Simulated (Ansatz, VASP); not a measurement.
# Two plane-wave programs on Mg2BeSeO2

```
Mg Be Se O
1.0
     2.69470   -6.18818    0.00000
     2.69470    6.18818    0.00000
     0.00000    0.00000    2.81394
Mg Be Se O
2 1 1 2
Direct
  0.77326 0.22674 0.00000
  0.22674 0.77326 0.00000
  0.50000 0.50000 0.50000
  0.00000 0.00000 0.00000
  0.50000 0.00000 0.50000
  0.00000 0.50000 0.50000
```

Change from the starting cell: species swapped into the CeAlCu2Ni2 type (Cmmm, No. 65).

Alike in both runs: functional PBE; k mesh 8 × 8 × 14; occupations gaussian, width 0.1 eV; no spin polarisation.

Ansatz relaxed the structure, and its values are those at the end. VASP's run is a single point on that final structure, the one shown.

```csv
,VASP,Ansatz
version,VASP 6.6.1,Ansatz 0.2.0
potentials or method,"VASP PAW PBE potentials, release 64 (Mg, Be, Se, O), cutoff 520 eV","scalar-relativistic, plane waves, PAW"
valence electrons in the cell,24,50
```

Ansatz gave:

```
gap on the k mesh at the Fermi level (eV) : none
pressure (GPa)                            : 0.0
```

Problem. Estimate VASP's values.

Solution. gap on the k mesh at the Fermi level (eV): none; pressure (GPa): -0.2.

A gap of «none» marks a metal or a gap that the smearing closes. VASP's potentials hold 24 valence electrons a cell and Ansatz's 50, so a difference there can come from the potentials and not from the codes.
